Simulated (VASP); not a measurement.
Write the native input for VASP 6.6.1 that does the following.

| Item | Value |
| --- | --- |
| Task | single point |
| Functional | LDA |
| Potentials or basis | VASP PAW LDA potentials, release 64 (Al, Ir) |
| Cutoff | 500 eV |
| k mesh | 11 × 11 × 11 |
| Occupations | methfessel-paxton, width 0.1 eV |
| Spin | no spin polarisation |
| Dipole correction | no |
| Further INCAR settings | ALGO = Normal; EDIFF = 1e-06; NBANDS = 13 |

The structure of AlIr lies in POSCAR:

```
AlIr
1.0
    2.9945550000      0.0000000000      0.0000000000
    0.0000000000      2.9945550000      0.0000000000
    0.0000000000      0.0000000000      2.9945550000
Al Ir
1 1
Direct
    0.0000000000      0.0000000000      0.0000000000
    0.5000000000      0.5000000000      0.5000000000
```

One way to write it, as run:

INCAR

```
PREC     = Accurate       # precision mode
ENCUT    = 500            # plane-wave cutoff, eV
EDIFF    = 1E-6           # SCF threshold, eV
ISMEAR   = 1              # smearing method
SIGMA    = 0.1            # smearing width, eV
LREAL    = False          # projectors in reciprocal space
LASPH    = True           # aspherical terms in the spheres
NELM     = 120            # most SCF steps
ALGO     = Normal         # electronic algorithm
ISIF     = 2              # what is computed and relaxed
LWAVE    = False          # write WAVECAR
LCHARG   = True           # write CHGCAR
LELF     = True           # ELF
LVHAR    = True         
NBANDS   = 13             # bands
GGA_COMPAT= False
```

KPOINTS

```
Automatic mesh
0
Gamma
  11 11 11
```

Potentials or basis: VASP PAW LDA potentials, release 64 (Al, Ir).

Command:

```sh
$ cat potpaw_LDA.64/Al/POTCAR potpaw_LDA.64/Ir/POTCAR > POTCAR
$ mpirun -np 1 vasp_std > vasp.out
```

It gave:

```yaml
Pressure: -5.2 GPa
Band_gap_on_the_k_mesh: zero (band 6 reaches 11.80 eV, above the bottom of band 7 at 10.53 eV)
```

Caveat: spin-orbit coupling is left out, which moves the levels of the heavy elements.

It took 16 s on 1 thread of Intel Xeon 8259CL (shared host), peak memory 0.14 GiB.
